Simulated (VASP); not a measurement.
# WS2 (P-3m1) in VASP: notebook, part 2 of 2

VASP 6.6.1. The steps go on from the part before.

## (3) Single point, PBE+D3(BJ) (biaxial strain in the a-b plane: -1.0 %, then relaxed in part)

The input, INCAR:

```
  PREC = Accurate
  ENCUT = 520
  EDIFF = 1E-6
  ISMEAR = 0
  SIGMA = 0.02
  LREAL = False
  LASPH = True
  NELM = 60
  ALGO = Normal
  ISIF = 2
  LWAVE = False
  LCHARG = False
  GGA = PE
  IVDW = 12
  NBANDS = 35
```

The input, KPOINTS:

```
regular mesh
0
Gamma
  12 12 4
```

The input, POSCAR:

```
WS2
1.0
    3.1226090578      0.0000000000      0.0000000000
   -1.5613045289      2.7042587701      0.0000000000
    0.0000000000      0.0000000000     12.1788987399
W S
2 4
Direct
    0.3333333333      0.6666666667      0.7500610032
    0.6666666667      0.3333333333      0.2499389968
    0.3333333333      0.6666666667      0.1197001014
    0.6666666667      0.3333333333      0.6198211815
    0.3333333333      0.6666666667      0.3801788185
    0.6666666667      0.3333333333      0.8802998986
```

Potentials or basis: VASP PAW PBE potentials, release 64 (W_sv, S).

Launch:

```sh
$ cat potpaw_PBE.64/W_sv/POTCAR potpaw_PBE.64/S/POTCAR > POTCAR
$ mpirun -np 1 vasp_std > vasp.out
```

OUTCAR:

```text
PREC = Accurate
   ENCUT = 520
   EDIFF = 1E-6
   ISMEAR = 0
   LREAL = False
   LASPH = True
   NELM = 60
   ISIF = 2
   GGA = PE
   IVDW = 12
 IVDW          = 12

 ion  position               nearest neighbor table
   1  0.333  0.667  0.750-   6 2.40   6 2.40   6 2.40   4 2.40   4 2.40   4 2.40
   2  0.667  0.333  0.250-   3 2.40   3 2.40   3 2.40   5 2.40   5 2.40   5 2.40
   3  0.333  0.667  0.120-   2 2.40   2 2.40   2 2.40
   4  0.667  0.333  0.620-   1 2.40   1 2.40   1 2.40
   5  0.333  0.667  0.380-   2 2.40   2 2.40   2 2.40
   6  0.667  0.333  0.880-   1 2.40   1 2.40   1 2.40

  LATTYP: Found a hexagonal cell.
 ALAT       =     3.1226090578
 C/A-ratio  =     3.9002316699

  Lattice vectors:

 A1 = (   3.1226090578,   0.0000000000,   0.0000000000)
 A2 = (  -1.5613045289,   2.7042587701,   0.0000000000)
 A3 = (   0.0000000000,   0.0000000000,  12.1788987399)

Analysis of symmetry for initial positions (statically):
=====================================================================
 Subroutine PRICEL returns:
 Original cell was already a primitive cell.

 Routine SETGRP: Setting up the symmetry group for a
 hexagonal supercell.

 Subroutine GETGRP returns: Found 12 space group operations
 (whereof 12 operations were pure point group operations)
 out of a pool of 24 trial point group operations.

The static configuration has the point symmetry D_3d.

Analysis of symmetry for dynamics (positions and initial velocities):
=====================================================================
 Subroutine PRICEL returns:
 Original cell was already a primitive cell.

 Routine SETGRP: Setting up the symmetry group for a
 hexagonal supercell.

 Subroutine GETGRP returns: Found 12 space group operations
 (whereof 12 operations were pure point group operations)
 out of a pool of 24 trial point group operations.

The dynamic configuration has the point symmetry D_3d.
[... 127 lines left out ...]
     AMIX_MAG =   1.60;   BMIX_MAG =  1.00
  volume/ion in A,a.u.               =      17.14       115.67
  Fermi-wavevector in a.u.,A,eV,Ry     =   1.304221  2.464621 23.143421  1.700993
  Thomas-Fermi vector in A             =   2.435172
   LORBIT       =      0    0 simple, 1 ext, 2 COOP (PROOUT), +10 PAW based schemes
   GGA     = PE    functional components
   LHFCALC =     F    Hartree Fock is set to
   AEXX    =    0.0000 exact exchange contribution
   IVDW    =    12    specifies the selected vdW correction
   LEPSILON=     F    determine dielectric tensor
   LRPA    =     F    only Hartree local field effects (RPA)
 non-spin polarized calculation
 Gauss-broadening in eV      SIGMA  =   0.02
  energy-cutoff  :      520.00
  volume of cell :      102.84
 maximum number of plane-waves:      2792
   NGX = 11   NGY = 11   NGZ = 45

 number of electron      51.9999990 magnetization

 Free energy of the ion-electron system (eV)
  ---------------------------------------------------
  ext. energy  EPLUGINS =         0.00000000
  ---------------------------------------------------
  free energy    TOTEN  =       -47.12257526 eV

  energy without entropy =      -47.12257526  energy(sigma->0) =      -47.12257526

 E-fermi :   8.1346     XC(G=0): -11.1700

 val. band max:        7.8566602553   @ k =   0.0000   0.0000   0.0000
 cond. band min:       8.7792390521   @ k =   0.1667   0.1667   0.0000
 fundamental gap:      0.9225787969
 Fermi energy:         8.1345660609

 k-point     1 :       0.0000    0.0000    0.0000
  band No.  band energies     occupation
      1     -66.6719      2.00000
      2     -66.6718      2.00000
      3     -30.9542      2.00000
      4     -30.9541      2.00000
      5     -30.7381      2.00000
      6     -30.7381      2.00000
[... 901 lines left out ...]
     34      11.0714      0.00000
     35      14.5396      0.00000

 [... further k-points ...]

------------------------ aborting loop because EDIFF is reached ----------------------------------------

 Edisp (eV)   -2.65689

 E8    (eV) :    -1.1166

  FORCE on cell =-STRESS in cart. coord.  units (eV):
  Direction    XX          YY          ZZ          XY          YZ          ZX
  --------------------------------------------------------------------------------------
  -------------------------------------------------------------------------------------
  Total       1.99276     1.99276    -0.01914     0.00000     0.00000     0.00000
  in kB      31.04496    31.04496    -0.29821     0.00000     0.00000     0.00000
  external pressure =       20.60 kB  Pullay stress =        0.00 kB

 VOLUME and BASIS-vectors are now :
 -----------------------------------------------------------------------------
  energy-cutoff  :      520.00
  volume of cell :      102.84
      direct lattice vectors                 reciprocal lattice vectors
     3.122609058  0.000000000  0.000000000     0.320245020  0.184893548  0.000000000
    -1.561304529  2.704258770  0.000000000     0.000000000  0.369787097  0.000000000
     0.000000000  0.000000000 12.178898740     0.000000000  0.000000000  0.082109230

 POSITION                                       TOTAL-FORCE (eV/Angst)
 -----------------------------------------------------------------------------------
     -0.00000      1.80284      9.13492         0.000000     -0.000000     -0.000525
      1.56130      0.90142      3.04398        -0.000000      0.000000      0.000525
     -0.00000      1.80284      1.45782        -0.000000      0.000000     -0.001702
      1.56130      0.90142      7.54874        -0.000000      0.000000     -0.002958
     -0.00000      1.80284      4.63016         0.000000     -0.000000      0.002958
      1.56130      0.90142     10.72108         0.000000     -0.000000      0.001702
 -----------------------------------------------------------------------------------
    total drift:                               -0.000000      0.000000      0.000000

  FREE ENERGIE OF THE ION-ELECTRON SYSTEM (eV)
  ---------------------------------------------------
  free  energy   TOTEN  =       -49.7794633814 eV

  energy  without entropy=      -49.7794633814  energy(sigma->0) =      -49.77946338
```

stdout:

```text
POSCAR found type information on POSCAR W S
 POSCAR found :  2 types and       6 ions
 scaLAPACK will be used
 LDA part: xc-table for (Slater+PW92), standard interpolation
 POSCAR, INCAR and KPOINTS ok, starting setup
 FFT: planning ... GRIDC
 FFT: planning ... GRID_SOFT
 FFT: planning ... GRID
 WAVECAR not read
 entering main loop
```

Wall time 2.5 min (1 thread of Intel Xeon 6975P-C (Granite Rapids), shared host); peak memory 0.35 GiB.

Results:

| Quantity | Value |
| --- | --- |
| Free energy | -49.7795 eV |
| Pressure | 2.1 GPa |
| Band gap on the k mesh | 0.92 eV (least direct gap 1.98 eV) |
| Dispersion energy per atom | -0.443 eV |

Forces on the atoms (eV/Å):
```
W    0.000  0.000 -0.001
W    0.000  0.000  0.001
S    0.000  0.000 -0.002
S    0.000  0.000 -0.003
S    0.000  0.000  0.003
S    0.000  0.000  0.002
```

Caveat: the cell differs from its parent crystal (biaxial strain in the a-b plane: -1.0 %, then relaxed in part); spin-orbit coupling is left out, which moves the levels of the heavy elements. A k mesh can miss the band edges.
